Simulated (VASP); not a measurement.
# TaTl (Pm-3m) in VASP: a series of runs

The runs below take TaTl through single point, with PBE.

Everything below comes from runs of VASP 6.6.1. Logs are shortened: lines on timing, memory, paths and dates and some standing lists are left out, and cuts for length are marked.

### 1 The cell of the first run

It takes space group Pm-3m (No. 221, cubic). Conventional cell: a = 3.419 Å, b = 3.419 Å, c = 3.419 Å, α = 90.00°, β = 90.00°, γ = 90.00°. Within 3.9 Å of Ta (site symmetry m-3m) lie 8 Tl at 2.96 Å and 6 Ta at 3.42 Å. Within 3.9 Å of Tl (site symmetry m-3m) lie 8 Ta at 2.96 Å and 6 Tl at 3.42 Å.

### 2 Single point, PBE

INCAR reads:

```
SYSTEM = TaTl
ALGO     = Fast           ! electronic algorithm
EDIFF    = 1E-7           ! SCF threshold, eV
ENCUT    = 520            ! plane-wave cutoff, eV
GGA      = PE             ! functional
ISIF     = 2              ! what is computed and relaxed
ISMEAR   = -1             ! smearing method
LASPH    = .True.         ! aspherical terms in the spheres
LCHARG   = .False.        ! write CHGCAR
LREAL    = .False.        ! projectors in reciprocal space
LWAVE    = .False.        ! write WAVECAR
NBANDS   = 19             ! bands
NELM     = 80             ! most SCF steps
PREC     = Accurate       ! precision mode
SIGMA    = 0.05           ! smearing width, eV
```

KPOINTS reads:

```
k-points
0
Gamma
  7 7 7
  0 0 0
```

POSCAR reads:

```
TaTl
1.0
    3.4194825002      0.0000000000      0.0000000000
    0.0000000000      3.4194825002      0.0000000000
    0.0000000000      0.0000000000      3.4194825002
Ta Tl
1 1
Direct
    0.0000000000      0.0000000000      0.0000000000
    0.5000000000      0.5000000000      0.5000000000
```

Potentials or basis: VASP PAW PBE potentials, release 64 (Ta_pv, Tl_d).

Launch:

```bash
$ cat potpaw_PBE.64/Ta_pv/POTCAR potpaw_PBE.64/Tl_d/POTCAR > POTCAR
$ mpirun -np 1 vasp_std > vasp.out
```

OUTCAR:

```text
SYSTEM = TaTl
   EDIFF = 1E-7
   ENCUT = 520
   GGA = PE
   ISIF = 2
   ISMEAR = -1
   LASPH = .True.
   LREAL = .False.
   NELM = 80
   PREC = Accurate

 ion  position               nearest neighbor table
   1  0.000  0.000  0.000-   2 2.96   2 2.96   2 2.96   2 2.96   2 2.96   2 2.96   2 2.96   2 2.96

   2  0.500  0.500  0.500-   1 2.96   1 2.96   1 2.96   1 2.96   1 2.96   1 2.96   1 2.96   1 2.96

  LATTYP: Found a simple cubic cell.
 ALAT       =     3.4194825002

  Lattice vectors:

 A1 = (   3.4194825002,   0.0000000000,   0.0000000000)
 A2 = (   0.0000000000,   3.4194825002,   0.0000000000)
 A3 = (   0.0000000000,   0.0000000000,   3.4194825002)

Analysis of symmetry for initial positions (statically):
=====================================================================
 Subroutine PRICEL returns:
 Original cell was already a primitive cell.

 Routine SETGRP: Setting up the symmetry group for a
 simple cubic supercell.

 Subroutine GETGRP returns: Found 48 space group operations
 (whereof 48 operations were pure point group operations)
 out of a pool of 48 trial point group operations.

The static configuration has the point symmetry O_h .

Analysis of symmetry for dynamics (positions and initial velocities):
=====================================================================
 Subroutine PRICEL returns:
 Original cell was already a primitive cell.

 Routine SETGRP: Setting up the symmetry group for a
 simple cubic supercell.

 Subroutine GETGRP returns: Found 48 space group operations
 (whereof 48 operations were pure point group operations)
 out of a pool of 48 trial point group operations.

The dynamic configuration has the point symmetry O_h .

 Subroutine INISYM returns: Found 48 space group operations
 (whereof 48 operations are pure point group operations),
 and found     1 'primitive' translations

----------------------------------------------------------------------------------------

                                     Primitive cell

  volume of cell :      39.9835

  direct lattice vectors                    reciprocal lattice vectors
     3.419482500  0.000000000  0.000000000     0.292441912  0.000000000  0.000000000
     0.000000000  3.419482500  0.000000000     0.000000000  0.292441912  0.000000000
     0.000000000  0.000000000  3.419482500     0.000000000  0.000000000  0.292441912

  length of vectors
     3.419482500  3.419482500  3.419482500     0.292441912  0.292441912  0.292441912

  position of ions in fractional coordinates (direct lattice)
     0.000000000  0.000000000  0.000000000
     0.500000000  0.500000000  0.500000000

  ion indices of the primitive-cell ions
   primitive index   ion index
                 1           1
                 2           2

----------------------------------------------------------------------------------------

 KPOINTS: k-points

Automatic generation of k-mesh.
 Grid dimensions read from file:
 generate k-points for:    7    7    7

 Generating k-lattice:

  Cartesian coordinates                     Fractional coordinates (reciprocal lattice)
     0.041777416  0.000000000  0.000000000     0.142857143  0.000000000  0.000000000
     0.000000000  0.041777416  0.000000000     0.000000000  0.142857143  0.000000000
     0.000000000  0.000000000  0.041777416     0.000000000  0.000000000  0.142857143

  Length of vectors
     0.041777416  0.041777416  0.041777416

  Shift w.r.t. Gamma in fractional coordinates (k-lattice)
     0.000000000  0.000000000  0.000000000

 Subroutine IBZKPT returns following result:
 ===========================================

 Found     20 irreducible k-points:

 Following reciprocal coordinates:
            Coordinates               Weight
  0.000000  0.000000  0.000000      1.000000
  0.142857  0.000000  0.000000      6.000000
  0.285714  0.000000  0.000000      6.000000
  0.428571  0.000000  0.000000      6.000000
  0.142857  0.142857  0.000000     12.000000
  0.285714  0.142857  0.000000     24.000000
[... 12 lines left out ...]
  0.428571  0.428571  0.285714     24.000000
  0.428571  0.428571  0.428571      8.000000
   k-points           NKPTS =     20   k-points in BZ     NKDIM =     20   number of bands    NBANDS=     19
   number of dos      NEDOS =    301   number of ions     NIONS =      2
   total plane-waves  NPLWV =  21952
   dimension x,y,z NGX =    28 NGY =   28 NGZ =   28
   dimension x,y,z NGXF=    56 NGYF=   56 NGZF=   56
   ions per type =               1   1
   NGX,Y,Z   is equivalent  to a cutoff of  13.61, 13.61, 13.61 a.u.
   NGXF,Y,Z  is equivalent  to a cutoff of  27.23, 27.23, 27.23 a.u.
 SYSTEM =  TaTl
   PREC   = accura    normal or accurate (medium, high low for compatibility)
   ISTART =      0    job   : 0-new  1-cont  2-samecut
   ICHARG =      2    charge: 1-file 2-atom 10-const
   ISPIN  =      1    spin polarized calculation?
   LNONCOLLINEAR =      F non collinear calculations
   LSORBIT =      F    spin-orbit coupling
   LASPH  =      T    aspherical Exc in radial PAW
   ENCUT  =  520.0 eV  38.22 Ry    6.18 a.u.   6.36  6.36  6.36*2*pi/ulx,y,z
   NELM   =     80;   NELMIN=  2; NELMDL= -5     # of ELM steps
   EDIFF  = 0.1E-06   stopping-criterion for ELM
   LREAL  =      F    real-space projection
   EDIFFG = 0.1E-05   stopping-criterion for IOM
   NSW    =      0    number of steps for IOM
   IBRION =     -1    ionic relax: 0-MD 1-quasi-New 2-CG
   NFREE  =      0    steps in history (QN), initial steepest desc. (CG)
   ISIF   =      2    stress and relaxation
   ISYM   =      2    0-nonsym 1-usesym 2-fastsym
   POTIM  = 0.5000    time-step for ionic-motion
   TEBEG  =    0.0;   TEEND  =   0.0 temperature during run
   PSTRESS=    0.0 pullay stress
   NELECT =      24.0000    total number of electrons
   NUPDOWN=      -1.0000    fix difference up-down
   EMIN   =  10.00;   EMAX   =-10.00  energy-range for DOS
   EFERMI =   0.00;   METHOD = LEGACY
   ISMEAR =    -1;   SIGMA  =   0.05  broadening in eV -4-tet -1-fermi 0-gaus
   EFERMI_NEDOS =   21; number of points for ismear=-14 and -15
   IALGO  =     68    algorithm
   IMIX   =      4    mixing-type and parameters
     AMIX     =   0.40;   BMIX     =  1.00
     AMIX_MAG =   1.60;   BMIX_MAG =  1.00
  volume/ion in A,a.u.               =      19.99       134.91
  Fermi-wavevector in a.u.,A,eV,Ry     =   1.380972  2.609659 25.947447  1.907084
  Thomas-Fermi vector in A             =   2.505800
   LORBIT       =      0    0 simple, 1 ext, 2 COOP (PROOUT), +10 PAW based schemes
   GGA     = PE    functional components
   LHFCALC =     F    Hartree Fock is set to
   AEXX    =    0.0000 exact exchange contribution
   IVDW    =     0    specifies the selected vdW correction
   LEPSILON=     F    determine dielectric tensor
   LRPA    =     F    only Hartree local field effects (RPA)
 non-spin polarized calculation
 RMM-DIIS sequential band-by-band and
  energy-cutoff  :      520.00
  volume of cell :       39.98
 maximum number of plane-waves:      1092
 NGX is ok and might be reduce to    28
   NGX = 13   NGY = 13   NGZ = 13

 number of electron      23.9999999 magnetization

 Free energy of the ion-electron system (eV)
  ---------------------------------------------------
  ext. energy  EPLUGINS =         0.00000000
  ---------------------------------------------------
  free energy    TOTEN  =       -12.29343752 eV

  energy without entropy =      -12.28362593  energy(sigma->0) =      -12.28853172

 E-fermi :   8.1233     XC(G=0): -12.1284

 val. band max:        8.0522719849   @ k =   0.2857   0.2857   0.1429
 cond. band min:       8.2222464351   @ k =   0.1429   0.1429   0.0000
 fundamental gap:      0.1699744502
 Fermi energy:         8.1232639994

 k-point     1 :       0.0000    0.0000    0.0000
  band No.  band energies     occupation
      1     -26.5773      2.00000
      2     -26.5773      2.00000
      3     -26.5773      2.00000
      4      -4.0667      2.00000
      5      -4.0667      2.00000
      6      -3.4891      2.00000
[... 11 lines left out ...]
     18      14.9279      0.00000
     19      21.6012      0.00000

 k-point     2 :       0.1429    0.0000    0.0000
  band No.  band energies     occupation
      1     -26.6056      2.00000
      2     -26.5754      2.00000
      3     -26.5754      2.00000
      4      -4.0436      2.00000
      5      -3.9683      2.00000
      6      -3.5144      2.00000
[... 11 lines left out ...]
     18      16.5640      0.00000
     19      19.8587      0.00000

 k-point     3 :       0.2857    0.0000    0.0000
  band No.  band energies     occupation
      1     -26.6686      2.00000
      2     -26.5711      2.00000
      3     -26.5711      2.00000
      4      -3.9909      2.00000
      5      -3.7610      2.00000
      6      -3.5702      2.00000
[... 11 lines left out ...]
     18      17.6565      0.00000
     19      18.5708      0.00000

 k-point     4 :       0.4286    0.0000    0.0000
  band No.  band energies     occupation
      1     -26.7185      2.00000
      2     -26.5677      2.00000
      3     -26.5677      2.00000
      4      -3.9479      2.00000
      5      -3.6140      2.00000
      6      -3.6140      2.00000
[... 11 lines left out ...]
     18      18.0617      0.00000
     19      18.0617      0.00000

 k-point     5 :       0.1429    0.1429    0.0000
  band No.  band energies     occupation
      1     -26.6052      2.00000
      2     -26.6013      2.00000
      3     -26.5733      2.00000
      4      -3.9896      2.00000
      5      -3.9005      2.00000
      6      -3.5662      2.00000
[... 11 lines left out ...]
     18      18.1853      0.00000
     19      20.0158      0.00000
[... 246 lines left out ...]
      2     -26.6483      2.00000
      3     -26.6483      2.00000
      4      -3.8293      2.00000
      5      -3.7249      2.00000
      6      -3.7249      2.00000
[... 11 lines left out ...]
     18      15.7382      0.00000
     19      18.8172      0.00000

 k-point    18 :       0.4286    0.2857    0.2857
  band No.  band energies     occupation
      1     -26.6961      2.00000
      2     -26.6446      2.00000
      3     -26.6439      2.00000
      4      -3.9150      2.00000
      5      -3.7716      2.00000
      6      -3.7371      2.00000
[... 11 lines left out ...]
     18      15.7185      0.00000
     19      17.3096      0.00000

 k-point    19 :       0.4286    0.4286    0.2857
  band No.  band energies     occupation
      1     -26.6911      2.00000
      2     -26.6908      2.00000
      3     -26.6400      2.00000
      4      -3.9418      2.00000
      5      -3.7981      2.00000
      6      -3.7965      2.00000
[... 11 lines left out ...]
     18      16.2372      0.00000
     19      17.1932      0.00000

 k-point    20 :       0.4286    0.4286    0.4286
  band No.  band energies     occupation
      1     -26.6870      2.00000
      2     -26.6870      2.00000
      3     -26.6868      2.00000
      4      -3.8793      2.00000
      5      -3.8392      2.00000
      6      -3.8392      2.00000
[... 11 lines left out ...]
     18      14.3654      0.00000
     19      16.8150      0.00000

------------------------ aborting loop because EDIFF is reached ----------------------------------------

  FORCE on cell =-STRESS in cart. coord.  units (eV):
  Direction    XX          YY          ZZ          XY          YZ          ZX
  --------------------------------------------------------------------------------------
  -------------------------------------------------------------------------------------
  Total        0.4892079      0.4892079      0.4892079     -0.0000000     -0.0000000     -0.0000000
  in kB       19.6030142     19.6030142     19.6030142     -0.0000000     -0.0000000     -0.0000000
  external PRESSURE =      19.6030142 kB  Pullay stress =       0.0000000 kB

 VOLUME and BASIS-vectors are now :
 -----------------------------------------------------------------------------
  energy-cutoff  :      520.00
  volume of cell :       39.98
      direct lattice vectors                 reciprocal lattice vectors
     3.419482500  0.000000000  0.000000000     0.292441912  0.000000000  0.000000000
     0.000000000  3.419482500  0.000000000     0.000000000  0.292441912  0.000000000
     0.000000000  0.000000000  3.419482500     0.000000000  0.000000000  0.292441912

 POSITION                                       TOTAL-FORCE (eV/Angst)
 -----------------------------------------------------------------------------------
      0.00000      0.00000      0.00000         0.000000      0.000000      0.000000
      1.70974      1.70974      1.70974         0.000000      0.000000      0.000000
 -----------------------------------------------------------------------------------
    total drift:                                0.000000      0.000000      0.000000

  FREE ENERGIE OF THE ION-ELECTRON SYSTEM (eV)
  ---------------------------------------------------
  free  energy   TOTEN  =       -12.2934375193 eV

  energy  without entropy=      -12.2836259289  energy(sigma->0) =      -12.28853172
```

Run time: 21 s. Hardware: 1 thread of Intel Xeon 8259CL, shared host; peak memory 0.16 GiB.

What came out:

```yaml
Free_energy: -12.2934 eV
Pressure: 2.0 GPa
Band_gap_on_the_k_mesh: zero (bands 12 and 13 overlap by 2.75 eV)
```

Caveat: spin-orbit coupling is left out, which moves the levels of the heavy elements.

(Continued in part 2 of 2.)
